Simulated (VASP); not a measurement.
## CuSi12O24 (a cell with a defect): single point with LDA

System: CuSi12O24 (a cell with a defect).

```
CELL_PARAMETERS angstrom
-2.47545 4.28761 5.42850
4.95090 0.00000 5.42850
4.95090 8.57521 0.00000
ATOMIC_POSITIONS crystal
Si 0.07703 0.63590 0.98522
Si 0.38409 0.91730 0.03929
Si 0.97398 0.01550 0.24378
Si 0.05698 0.59606 0.46044
Si 0.39909 0.96425 0.53645
Si 0.97354 0.04118 0.78255
Si 0.52502 0.10856 0.21321
Si 0.92002 0.41523 0.30200
Si 0.47452 0.52428 0.49071
Si 0.57341 0.10978 0.72222
Si 0.92899 0.44857 0.81085
Si 0.48067 0.49019 0.01862
O 0.30560 0.58999 0.93440
O 0.14201 0.94982 0.10327
O 0.95303 0.60842 0.16018
O 0.41366 0.33296 0.15893
O 0.03404 0.21168 0.26228
O 0.51519 0.98980 0.11195
O 0.28792 0.59352 0.41523
O 0.16181 0.01084 0.62819
O 0.95310 0.58417 0.64018
O 0.48771 0.35458 0.63777
O 0.04550 0.23430 0.81099
O 0.55623 0.00684 0.60830
O 0.74659 0.10680 0.18928
O 0.69799 0.41484 0.38934
O 0.39949 0.04958 0.37368
O 0.94947 0.81991 0.39347
O 0.51066 0.71812 0.55341
O 0.99544 0.41023 0.45075
O 0.78713 0.11986 0.69545
O 0.67679 0.44288 0.89344
O 0.43224 0.08446 0.89449
O 0.96881 0.85652 0.90962
O 0.49526 0.69313 0.02145
O 0.02734 0.49831 0.91359
Cu 0.52321 0.53883 0.75021
```

```
Program                : VASP 6.6.1
Task                   : single point
Functional             : LDA
Potentials or basis    : VASP PAW LDA potentials, release 64 (Si, O, Cu)
Cutoff                 : 520 eV
k mesh                 : 1 × 1 × 1
Occupations            : fermi-dirac, width 0.002 eV
Spin                   : no spin polarisation
Dipole correction      : no
Charge                 : 1
Further INCAR settings : LREAL = Auto; ALGO = Normal; EDIFF = 1e-06; NBANDS = 126; NELECT = 202.0
```

The largest force is 8.071 eV/Å.

Forces in eV/Å, atoms in the order of the input:
```
Si   2.148 -1.695 -3.305
Si   0.161  2.318  0.458
Si   2.190 -1.100 -1.167
Si   2.369  1.548 -2.127
Si   1.224  5.117 -2.595
Si  -0.392 -4.600  6.620
Si  -1.385 -0.717  0.352
Si   1.545  2.385  1.203
Si  -1.051  0.753  3.064
Si   3.321 -3.647 -1.533
Si   2.199 -1.172  0.565
Si   0.148 -1.236  1.235
O   -0.853 -0.149  0.148
O   -0.705  0.897  0.425
O   -0.959  0.687  0.073
O    1.241  0.366 -0.541
O   -2.853 -0.749 -2.937
O   -0.855  0.045 -2.709
O   -1.245  1.917  1.414
O   -0.356  1.489 -0.068
O    0.328  1.058  0.082
O    1.135  1.390 -2.144
O   -4.121 -0.375 -5.061
O    0.136 -1.082 -1.514
O   -2.108  4.059  2.821
O    3.083 -2.566 -1.569
O    0.587 -0.623 -0.308
O    0.456 -2.818  2.275
O   -1.022 -2.213 -2.162
O   -1.113 -2.412  1.551
O   -1.585  4.946  2.490
O   -3.253  0.633  1.871
O   -2.296 -3.897  1.708
O    0.214  1.900 -1.330
O    4.023  1.726  3.144
O    0.349 -0.954 -0.981
Cu  -0.702 -1.231  0.550
```

Levels at points of the mesh, in eV from the Fermi level:
| k point | band 98 | band 99 | band 100 | band 101 | band 102 | band 103 | band 104 | band 105 |
| --- | --- | --- | --- | --- | --- | --- | --- | --- |
| (0.00, 0.00, 0.00) | -0.72 | -0.69 | -0.27 | -0.05 | 1.83 | 3.64 | 3.93 | 4.27 |

Wall time 2.5 min on 1 thread of Intel(R) Xeon(R) Platinum 8488C (Sapphire Rapids), on a shared host, peak memory 0.4 GiB.

Caveat: the k points lie up to 0.93 Å⁻¹ apart; the cell carries a net charge on a neutralising background, which shifts energy and pressure; the cell is charged against a uniform background, so pressure and absolute levels hang on convention; the atoms stand as in a frame of molecular dynamics.
